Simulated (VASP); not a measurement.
# ZrB (Fm-3m) in VASP: a series of runs

Runs on ZrB. Level: LDA. Tasks: single point.

Everything below comes from runs of VASP 6.6.1. Logs are shortened: lines on timing, memory, paths and dates and some standing lists are left out, and cuts for length are marked.

### 1 The cell of the first run

The structure is cubic, space group Fm-3m (No. 225). The conventional cell has a = 4.587 Å, b = 4.587 Å, c = 4.587 Å, α = 90.00°, β = 90.00°, γ = 90.00°. Zr (site symmetry m-3m) has 6 B at 2.29 Å within 3.0 Å. B (site symmetry m-3m) has 6 Zr at 2.29 Å within 3.0 Å.

### 2 Single point, LDA

Input file INCAR:

```
SYSTEM = ZrB
PREC = Accurate
ENCUT = 520
EDIFF = 1E-6
ISMEAR = -1
SIGMA = 0.05
LREAL = .FALSE.
LASPH = .TRUE.
NELM = 100
ALGO = Normal
ISIF = 2
LWAVE = .FALSE.
LCHARG = .FALSE.
GGA = CA
NBANDS = 14
```

Input file KPOINTS:

```
regular mesh
0
G
  10 10 10
  0 0 0
```

Input file POSCAR:

```
ZrB
1.0
    0.0000000000      2.2935772291      2.2935772291
    2.2935772291      0.0000000000      2.2935772291
    2.2935772291      2.2935772291      0.0000000000
Zr B
1 1
Direct
    0.0000000000      0.0000000000      0.0000000000
    0.5000000000      0.5000000000      0.5000000000
```

Potentials or basis: VASP PAW LDA potentials, release 64 (Zr_sv, B).

Command:

```
cat potpaw_LDA.64/Zr_sv/POTCAR potpaw_LDA.64/B/POTCAR > POTCAR
mpirun -np 1 vasp_std > vasp.out
```

OUTCAR:

```text
SYSTEM = ZrB
   PREC = Accurate
   ENCUT = 520
   EDIFF = 1E-6
   ISMEAR = -1
   LREAL = .FALSE.
   LASPH = .TRUE.
   NELM = 100
   ISIF = 2
   GGA = CA

 ion  position               nearest neighbor table
   1  0.000  0.000  0.000-   2 2.29   2 2.29   2 2.29   2 2.29   2 2.29   2 2.29
   2  0.500  0.500  0.500-   1 2.29   1 2.29   1 2.29   1 2.29   1 2.29   1 2.29

  LATTYP: Found a face centered cubic cell.
 ALAT       =     4.5871544582

  Lattice vectors:

 A1 = (   0.0000000000,   2.2935772291,   2.2935772291)
 A2 = (   2.2935772291,   0.0000000000,   2.2935772291)
 A3 = (   2.2935772291,   2.2935772291,   0.0000000000)

Analysis of symmetry for initial positions (statically):
=====================================================================
 Subroutine PRICEL returns:
 Original cell was already a primitive cell.

 Routine SETGRP: Setting up the symmetry group for a
 face centered cubic supercell.

 Subroutine GETGRP returns: Found 48 space group operations
 (whereof 48 operations were pure point group operations)
 out of a pool of 48 trial point group operations.

The static configuration has the point symmetry O_h .

Analysis of symmetry for dynamics (positions and initial velocities):
=====================================================================
 Subroutine PRICEL returns:
 Original cell was already a primitive cell.

 Routine SETGRP: Setting up the symmetry group for a
 face centered cubic supercell.

 Subroutine GETGRP returns: Found 48 space group operations
 (whereof 48 operations were pure point group operations)
 out of a pool of 48 trial point group operations.

The dynamic configuration has the point symmetry O_h .

 Subroutine INISYM returns: Found 48 space group operations
 (whereof 48 operations are pure point group operations),
 and found     1 'primitive' translations

----------------------------------------------------------------------------------------

                                     Primitive cell

  volume of cell :      24.1307

  direct lattice vectors                    reciprocal lattice vectors
     0.000000000  2.293577229  2.293577229    -0.218000072  0.218000072  0.218000072
     2.293577229  0.000000000  2.293577229     0.218000072 -0.218000072  0.218000072
     2.293577229  2.293577229  0.000000000     0.218000072  0.218000072 -0.218000072

  length of vectors
     3.243608024  3.243608024  3.243608024     0.377587200  0.377587200  0.377587200

  position of ions in fractional coordinates (direct lattice)
     0.000000000  0.000000000  0.000000000
     0.500000000  0.500000000  0.500000000

  ion indices of the primitive-cell ions
   primitive index   ion index
                 1           1
                 2           2

----------------------------------------------------------------------------------------

 KPOINTS: regular mesh

Automatic generation of k-mesh.
 Grid dimensions read from file:
 generate k-points for:   10   10   10

 Generating k-lattice:

  Cartesian coordinates                     Fractional coordinates (reciprocal lattice)
    -0.021800007  0.021800007  0.021800007     0.100000000  0.000000000  0.000000000
     0.021800007 -0.021800007  0.021800007     0.000000000  0.100000000  0.000000000
     0.021800007  0.021800007 -0.021800007     0.000000000  0.000000000  0.100000000

  Length of vectors
     0.037758720  0.037758720  0.037758720

  Shift w.r.t. Gamma in fractional coordinates (k-lattice)
     0.000000000  0.000000000  0.000000000

 Subroutine IBZKPT returns following result:
 ===========================================

 Found     47 irreducible k-points:

 Following reciprocal coordinates:
            Coordinates               Weight
  0.000000  0.000000  0.000000      1.000000
  0.100000  0.000000  0.000000      8.000000
  0.200000  0.000000  0.000000      8.000000
  0.300000  0.000000  0.000000      8.000000
  0.400000  0.000000  0.000000      8.000000
  0.500000  0.000000  0.000000      4.000000
[... 16 lines left out ...]
  0.300000  0.300000  0.000000      6.000000
  0.400000  0.300000  0.000000     24.000000
 [... further k-points ...]
   k-points           NKPTS =     47   k-points in BZ     NKDIM =     47   number of bands    NBANDS=     14
   number of dos      NEDOS =    301   number of ions     NIONS =      2
   total plane-waves  NPLWV =  13824
   dimension x,y,z NGX =    24 NGY =   24 NGZ =   24
   dimension x,y,z NGXF=    48 NGYF=   48 NGZF=   48
   ions per type =               1   1
   NGX,Y,Z   is equivalent  to a cutoff of  12.30, 12.30, 12.30 a.u.
   NGXF,Y,Z  is equivalent  to a cutoff of  24.60, 24.60, 24.60 a.u.
 SYSTEM =  ZrB
   PREC   = accura    normal or accurate (medium, high low for compatibility)
   ISTART =      0    job   : 0-new  1-cont  2-samecut
   ICHARG =      2    charge: 1-file 2-atom 10-const
   ISPIN  =      1    spin polarized calculation?
   LNONCOLLINEAR =      F non collinear calculations
   LSORBIT =      F    spin-orbit coupling
   LASPH  =      T    aspherical Exc in radial PAW
   ENCUT  =  520.0 eV  38.22 Ry    6.18 a.u.   6.03  6.03  6.03*2*pi/ulx,y,z
   NELM   =    100;   NELMIN=  2; NELMDL= -5     # of ELM steps
   EDIFF  = 0.1E-05   stopping-criterion for ELM
   LREAL  =      F    real-space projection
   EDIFFG = 0.1E-04   stopping-criterion for IOM
   NSW    =      0    number of steps for IOM
   IBRION =     -1    ionic relax: 0-MD 1-quasi-New 2-CG
   NFREE  =      0    steps in history (QN), initial steepest desc. (CG)
   ISIF   =      2    stress and relaxation
   ISYM   =      2    0-nonsym 1-usesym 2-fastsym
   POTIM  = 0.5000    time-step for ionic-motion
   TEBEG  =    0.0;   TEEND  =   0.0 temperature during run
   PSTRESS=    0.0 pullay stress
   NELECT =      15.0000    total number of electrons
   NUPDOWN=      -1.0000    fix difference up-down
   EMIN   =  10.00;   EMAX   =-10.00  energy-range for DOS
   EFERMI =   0.00;   METHOD = LEGACY
   ISMEAR =    -1;   SIGMA  =   0.05  broadening in eV -4-tet -1-fermi 0-gaus
   EFERMI_NEDOS =   21; number of points for ismear=-14 and -15
   IALGO  =     38    algorithm
   IMIX   =      4    mixing-type and parameters
     AMIX     =   0.40;   BMIX     =  1.00
     AMIX_MAG =   1.60;   BMIX_MAG =  1.00
  volume/ion in A,a.u.               =      12.07        81.42
  Fermi-wavevector in a.u.,A,eV,Ry     =   1.397168  2.640264 26.559630  1.952078
  Thomas-Fermi vector in A             =   2.520450
   LORBIT       =      0    0 simple, 1 ext, 2 COOP (PROOUT), +10 PAW based schemes
   GGA     = CA    functional components
   LHFCALC =     F    Hartree Fock is set to
   AEXX    =    0.0000 exact exchange contribution
   IVDW    =     0    specifies the selected vdW correction
   LEPSILON=     F    determine dielectric tensor
   LRPA    =     F    only Hartree local field effects (RPA)
 non-spin polarized calculation
  energy-cutoff  :      520.00
  volume of cell :       24.13
 maximum number of plane-waves:       666
   NGX = 13   NGY = 13   NGZ = 13

 number of electron      15.0000000 magnetization

 Free energy of the ion-electron system (eV)
  ---------------------------------------------------
  ext. energy  EPLUGINS =         0.00000000
  ---------------------------------------------------
  free energy    TOTEN  =       -17.10001083 eV

  energy without entropy =      -17.09241410  energy(sigma->0) =      -17.09621246

 E-fermi :   9.3445     XC(G=0): -12.5844

 val. band max:        9.2862030659   @ k =   0.5000   0.5000   0.0000
 cond. band min:       9.3889250818   @ k =   0.5000   0.3000   0.1000
 fundamental gap:      0.1027220159
 Fermi energy:         9.3444531539

 k-point     1 :       0.0000    0.0000    0.0000
  band No.  band energies     occupation
      1     -36.9879      2.00000
      2     -14.8361      2.00000
      3     -14.8361      2.00000
      4     -14.8361      2.00000
      5       1.0913      2.00000
      6      11.2689      0.00000
      7      11.2689      0.00000
      8      11.2689      0.00000
      9      13.1905      0.00000
     10      13.1905      0.00000
     11      13.2514      0.00000
     12      13.2514      0.00000
     13      13.2514      0.00000
     14      20.6541      0.00000

 k-point     2 :       0.1000    0.0000    0.0000
  band No.  band energies     occupation
      1     -36.9740      2.00000
      2     -14.9515      2.00000
      3     -14.8465      2.00000
      4     -14.8465      2.00000
      5       1.3798      2.00000
      6      10.4951      0.00000
      7      10.9796      0.00000
      8      10.9796      0.00000
      9      11.9955      0.00000
     10      11.9955      0.00000
     11      13.6461      0.00000
     12      15.2988      0.00000
     13      15.2988      0.00000
     14      21.3505      0.00000

 k-point     3 :       0.2000    0.0000    0.0000
  band No.  band energies     occupation
      1     -36.9374      2.00000
      2     -15.2432      2.00000
      3     -14.8738      2.00000
      4     -14.8738      2.00000
      5       2.1649      2.00000
      6       9.1564      1.95453
      7       9.7344      0.00082
      8       9.7344      0.00082
      9      12.5222      0.00000
     10      12.5222      0.00000
     11      14.1544      0.00000
     12      17.6429      0.00000
     13      17.6429      0.00000
     14      22.8802      0.00000
[... 324 lines left out ...]
 k-point    23 :       0.3000    0.3000    0.0000
  band No.  band energies     occupation
      1     -36.8594      2.00000
      2     -15.5168      2.00000
      3     -15.0911      2.00000
      4     -15.0911      2.00000
      5       3.1451      2.00000
      6       7.5605      2.00000
      7       8.9265      1.99953
      8      11.1477      0.00000
      9      11.1477      0.00000
     10      14.3265      0.00000
     11      16.7418      0.00000
     12      16.7418      0.00000
     13      20.9635      0.00000
     14      25.6985      0.00000

 k-point    24 :       0.4000    0.3000    0.0000
  band No.  band energies     occupation
      1     -36.8296      2.00000
      2     -15.6588      2.00000
      3     -15.1668      2.00000
      4     -15.1309      2.00000
      5       3.3227      2.00000
      6       7.7615      2.00000
      7       8.5228      2.00000
      8      10.7929      0.00000
      9      11.6412      0.00000
     10      15.2272      0.00000
     11      16.8698      0.00000
     12      17.1272      0.00000
     13      21.6356      0.00000
     14      24.2381      0.00000

 [... further k-points ...]
[... 5 lines left out ...]
  --------------------------------------------------------------------------------------
  -------------------------------------------------------------------------------------
  Total        5.6178155      5.6178155      5.6178155      0.0000000      0.0000000     -0.0000000
  in kB      372.9992475    372.9992475    372.9992475      0.0000000      0.0000000     -0.0000000
  external PRESSURE =     372.9992475 kB  Pullay stress =       0.0000000 kB

 VOLUME and BASIS-vectors are now :
 -----------------------------------------------------------------------------
  energy-cutoff  :      520.00
  volume of cell :       24.13
      direct lattice vectors                 reciprocal lattice vectors
     0.000000000  2.293577229  2.293577229    -0.218000072  0.218000072  0.218000072
     2.293577229  0.000000000  2.293577229     0.218000072 -0.218000072  0.218000072
     2.293577229  2.293577229  0.000000000     0.218000072  0.218000072 -0.218000072

 POSITION                                       TOTAL-FORCE (eV/Angst)
 -----------------------------------------------------------------------------------
      0.00000      0.00000      0.00000        -0.000000      0.000000     -0.000000
      2.29358      2.29358      2.29358         0.000000     -0.000000      0.000000
 -----------------------------------------------------------------------------------
    total drift:                                0.000000     -0.000000     -0.000000

  FREE ENERGIE OF THE ION-ELECTRON SYSTEM (eV)
  ---------------------------------------------------
  free  energy   TOTEN  =       -17.1000108330 eV

  energy  without entropy=      -17.0924140964  energy(sigma->0) =      -17.09621246
```

Run time: 13 s. Hardware: 1 thread of Intel Xeon 8259CL, shared host; peak memory 0.14 GiB.

What came out:

```yaml
Free_energy: -17.1000 eV
Pressure: 37.3 GPa
```

### 3 Single point, LDA

This run uses another cell than the first one, of 12.32 Å³/atom, 1.021 times its volume.

Input file INCAR:

```
  PREC = Accurate
  ENCUT = 520
  EDIFF = 1E-6
  ISMEAR = -1
  SIGMA = 0.05
  LREAL = F
  LASPH = T
  NELM = 100
  ALGO = Normal
  ISIF = 2
  LWAVE = F
  LCHARG = F
  NBANDS = 14
```

Input file KPOINTS:

```
Automatic mesh
0
Gamma
  10 10 10
```

Input file POSCAR:

```
ZrB
1.0
    0.0000000000      2.3093955030      2.3093955030
    2.3093955030      0.0000000000      2.3093955030
    2.3093955030      2.3093955030      0.0000000000
Zr B
1 1
Direct
    0.0000000000      0.0000000000      0.0000000000
    0.5000000000      0.5000000000      0.5000000000
```

Potentials or basis: VASP PAW LDA potentials, release 64 (Zr_sv, B).

Command:

```
cat potpaw_LDA.64/Zr_sv/POTCAR potpaw_LDA.64/B/POTCAR > POTCAR
mpirun -np 1 vasp_std > vasp.out
```

Wall time 12 s (1 thread of Intel Xeon 8259CL, shared host); peak memory 0.14 GiB.

It converged, with:

```yaml
Free_energy: -17.2076 eV
Pressure: 31.2 GPa
```

Levels at points of the mesh, in eV from the Fermi level:
| k point | band 5 | band 6 | band 7 | band 8 | band 9 | band 10 | band 11 | band 12 |
| --- | --- | --- | --- | --- | --- | --- | --- | --- |
| (0.00, 0.00, 0.00) | -8.23 | 1.91 | 1.91 | 1.91 | 3.77 | 3.77 | 3.86 | 3.86 |
| (0.50, 0.00, 0.00) | -4.23 | -3.33 | -1.45 | -1.45 | 5.86 | 5.86 | 7.50 | 8.44 |
| (0.50, 0.50, 0.00) | -6.43 | -1.19 | -0.15 | 2.64 | 2.64 | 5.61 | 7.06 | 7.06 |
